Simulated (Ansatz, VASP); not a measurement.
# GaGe, level by level in two programs

```xyz
2
Lattice="0.0000 2.8587 2.8587 2.8587 0.0000 2.8587 2.8587 2.8587 0.0000" Properties=species:S:1:pos:R:3 pbc="T T T"
Ge    0.0000    0.0000    0.0000
Ga    1.4293    1.4293    1.4293
```

Single points on this cell with VASP 6.6.1 and Ansatz 0.2.0. Each row is one pair of runs. Alike in all rows: spin: off; smearing: fermi-dirac, width 0.05 eV.

| level | k mesh | VASP's potentials, cutoff | Ansatz's potentials, cutoff | gap on the k mesh at the Fermi level (eV), VASP | gap on the k mesh at the Fermi level (eV), Ansatz | pressure (GPa), VASP | pressure (GPa), Ansatz |
| --- | --- | --- | --- | --- | --- | --- | --- |
| LDA | 8 × 8 × 8 | VASP PAW LDA potentials, release 64 (Ge_d, Ga_d), 520 eV | Ansatz PAW, 420 eV | none | none | -2.1 | -2.3 |
| r2SCAN | 8 × 8 × 8 | VASP PAW PBE potentials, release 64 (Ge_d, Ga_d), 520 eV | Ansatz PAW, 500 eV | none | none | 0.0 | 0.0 |
| PBE0 | 4 × 4 × 4 | VASP PAW PBE potentials, release 64 (Ge_d, Ga_d), 520 eV | Ansatz PAW, 420 eV | none | none | 0.3 | 0.3 |

Pressure (GPa): the two programs differ by at most 0.15.

A gap of «none» marks a metal or a gap that the smearing closes.

The k mesh is coarse in some rows, so the values compare programs but aren't converged.
